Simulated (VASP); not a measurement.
Pt, 2 atoms in the cell. It takes space group P6_3/mmc (No. 194, hexagonal). Conventional cell: a = 2.623 Å, b = 2.623 Å, c = 4.912 Å, α = 90.00°, β = 90.00°, γ = 120.00°. Pt (site symmetry -6m2) has 12 Pt at 2.62 to 2.89 Å within 3.5 Å. This isn't the form of Pt at room conditions, which is fcc. This cell differs from its parent crystal: strain -0.050 along x and y, +0.025 along z.

| Item | Value |
| --- | --- |
| Program | VASP 6.6.1 |
| Task | single point |
| Functional | r2SCAN |
| Potentials or basis | VASP PAW PBE potentials, release 64 (Pt) |
| Cutoff | 520 eV |
| k mesh | 18 × 18 × 10 |
| Occupations | gaussian, width 0.15 eV |
| Spin | no spin polarisation |
| Dipole correction | no |
| Further INCAR settings | ALGO = Normal; EDIFF = 1e-06; NBANDS = 17 |

Potentials or basis: VASP PAW PBE potentials, release 64 (Pt).

Command:

```bash
$ cat potpaw_PBE.64/Pt/POTCAR > POTCAR
$ cp INCAR.step1 INCAR
$ mpirun -np 1 vasp_std > vasp.out
$ cp INCAR.step2 INCAR
$ mpirun -np 1 vasp_std > vasp.out
```

Hardware: 1 thread of Intel(R) Xeon(R) Platinum 8559C (Emerald Rapids), with other jobs on the host.

Q: How long does it take, and how much memory?

A: Wall time 3 min on 1 thread of Intel(R) Xeon(R) Platinum 8559C (Emerald Rapids), with other jobs on the host, peak memory 0.22 GiB. Counts: k points 222.
